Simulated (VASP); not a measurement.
A run of VASP 6.6.1 is set up as follows.

INCAR

```
SYSTEM = Cu3Te
  PREC = Accurate
  ENCUT = 520
  EDIFF = 1E-6
  ISMEAR = -1
  SIGMA = 0.05
  LREAL = .FALSE.
  LASPH = .TRUE.
  NELM = 60
  ALGO = Fast
  ISIF = 2
  LWAVE = .FALSE.
  LCHARG = .FALSE.
  GGA = PE
  NBANDS = 28
```

The input KPOINTS:

```
regular mesh
0
G
  7 7 7
  0 0 0
```

The input POSCAR:

```
Cu3Te
1.0
    4.0240671810      0.0000000000      0.0000000000
    0.0000000000      4.0240671810      0.0000000000
    0.0000000000      0.0000000000      4.0240671810
Te Cu
1 3
Direct
    0.0000000000      0.0000000000      0.0000000000
    0.5000000000      0.5000000000      0.0000000000
    0.5000000000      0.0000000000      0.5000000000
    0.0000000000      0.5000000000      0.5000000000
```

Potentials or basis: VASP PAW PBE potentials, release 64 (Te, Cu).

The run is started by

```sh
$ cat potpaw_PBE.64/Te/POTCAR potpaw_PBE.64/Cu/POTCAR > POTCAR
$ mpirun -np 1 vasp_std > vasp.out
```

Q: Predict the pressure.

A: -3.9 GPa.
